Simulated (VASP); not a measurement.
Ir, 2 atoms in the cell. Symmetry: P6_3/mmc, No. 194, hexagonal system. Conventional cell: a = 2.714 Å, b = 2.714 Å, c = 4.403 Å, α = 90.00°, β = 90.00°, γ = 120.00°. Ir (site symmetry -6m2) has 12 Ir at 2.70 to 2.71 Å within 3.6 Å. 

```yaml
Program: VASP 6.6.1
Task: single point
Functional: LDA
Potentials_or_basis: VASP PAW LDA potentials, release 64 (Ir)
Cutoff: 500 eV
k_mesh: 9 × 9 × 5
Occupations: fermi-dirac, width 0.05 eV
Spin: no spin polarisation
Dipole_correction: no
Further_INCAR_settings: ALGO = Normal; EDIFF = 1e-06; NBANDS = 16
```

Potentials or basis: VASP PAW LDA potentials, release 64 (Ir).

Command:

```console
$ cat potpaw_LDA.64/Ir/POTCAR > POTCAR
$ mpirun -np 1 vasp_std > vasp.out
```

Hardware: 1 thread of Intel Xeon 8259CL, with other jobs on the host.

Task: Estimate the wall time of this run.

Result: It took 22 s on 1 thread of Intel Xeon 8259CL, on a shared host, peak memory 0.13 GiB. Counts: scf iterations 12, k points 36.
